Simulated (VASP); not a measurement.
**NaBe27: single point with PBE+D3(BJ)**

Slab: NaBe27, a slab with vacuum.

```xyz
28
Lattice="6.8700 0.0000 0.0000 3.4350 5.9496 0.0000 0.0000 0.0000 15.5884" Properties=species:S:1:pos:R:3 pbc="T T T"
Be    0.0000    0.0000    1.0000
Be    2.2900    0.0000    1.0000
Be    4.5800    0.0000    1.0000
Be    1.1450    1.9832    1.0000
Be    3.4350    1.9832    1.0000
Be    5.7250    1.9832    1.0000
Be    2.2900    3.9664    1.0000
Be    4.5800    3.9664    1.0000
Be    6.8700    3.9664    1.0000
Be    0.0042    1.3244    2.8137
Be    2.2903    1.3203    2.8370
Be    4.5761    1.3254    2.8121
Be    1.1435    3.3066    2.8371
Be    3.4361    3.3059    2.8368
Be    5.7250    3.3121    2.8205
Be    2.2910    5.2835    2.8123
Be    4.5857    5.2852    2.8207
Be    6.8629    5.2845    2.8188
Be    0.0118   -0.0063    4.5896
Be    2.2905   -0.0034    4.6659
Be    4.5670   -0.0076    4.5793
Be    1.1406    1.9806    4.6669
Be    3.4397    1.9806    4.6656
Be    5.7255    1.9968    4.5884
Be    2.2901    3.9717    4.6658
Be    4.5826    3.9679    4.6667
Be    6.8672    3.9685    4.6658
Na    5.6647    0.6347    6.9696
```

- Program: VASP 6.6.1
- Task: single point
- Functional: PBE
- Dispersion: D3(BJ)
- Potentials or basis: VASP PAW PBE potentials, release 64 (Be, Na_pv)
- Cutoff: 520 eV
- k mesh: 4 × 4 × 1
- Occupations: fermi-dirac, width 0.05 eV
- Spin: no spin polarisation
- Dipole correction: no
- Further INCAR settings: LREAL = Auto; ALGO = Normal; EDIFF = 1e-06; NBANDS = 50

```json
{"Largest force": "0.031 eV/Å", "Dispersion energy per atom": "-0.222 eV"}
```

Forces on the atoms (eV/Å):
```
Be   0.005 -0.001 -0.028
Be  -0.003  0.019  0.021
Be  -0.003 -0.002 -0.031
Be   0.026  0.015  0.004
Be  -0.026  0.015  0.003
Be   0.001  0.005 -0.028
Be   0.000 -0.030  0.003
Be  -0.016 -0.009  0.021
Be   0.015 -0.012  0.021
Be  -0.010 -0.006  0.002
Be   0.001 -0.001  0.001
Be   0.008 -0.004  0.002
Be  -0.001  0.002  0.001
Be   0.000  0.000  0.002
Be   0.002 -0.008 -0.008
Be   0.001  0.009  0.002
Be  -0.007  0.006 -0.007
Be   0.006  0.003 -0.008
Be   0.005 -0.002 -0.007
Be  -0.001  0.002  0.005
Be  -0.007 -0.004 -0.009
Be   0.004  0.002  0.001
Be  -0.003  0.002  0.001
Be   0.000  0.005 -0.007
Be   0.000 -0.003  0.001
Be  -0.001 -0.001  0.005
Be   0.001 -0.001  0.005
Na   0.001  0.000  0.030
```

Levels at points of the mesh, in eV from the Fermi level:
| k point | band 28 | band 29 | band 30 | band 31 | band 32 | band 33 | band 34 | band 35 | band 36 | band 37 |
| --- | --- | --- | --- | --- | --- | --- | --- | --- | --- | --- |
| (0.00, 0.00, 0.00) | -0.21 | -0.20 | 0.79 | 0.79 | 0.89 | 0.89 | 1.60 | 1.77 | 1.80 | 1.82 |
| (0.50, 0.00, 0.00) | -0.97 | -0.06 | -0.05 | -0.02 | -0.02 | 0.94 | 0.97 | 2.23 | 2.85 | 3.20 |
| (0.50, 0.50, 0.00) | -0.97 | -0.05 | -0.05 | -0.03 | -0.02 | 0.94 | 0.97 | 2.23 | 2.85 | 3.20 |
| (0.00, 0.50, 0.00) | -0.97 | -0.06 | -0.05 | -0.02 | -0.02 | 0.94 | 0.97 | 2.23 | 2.85 | 3.20 |

Wall time 14 min on 1 thread of Intel(R) Xeon(R) Platinum 8259CL CPU @ 2.50GHz (Skylake/Cascade Lake) (shared host), peak memory 0.76 GiB.
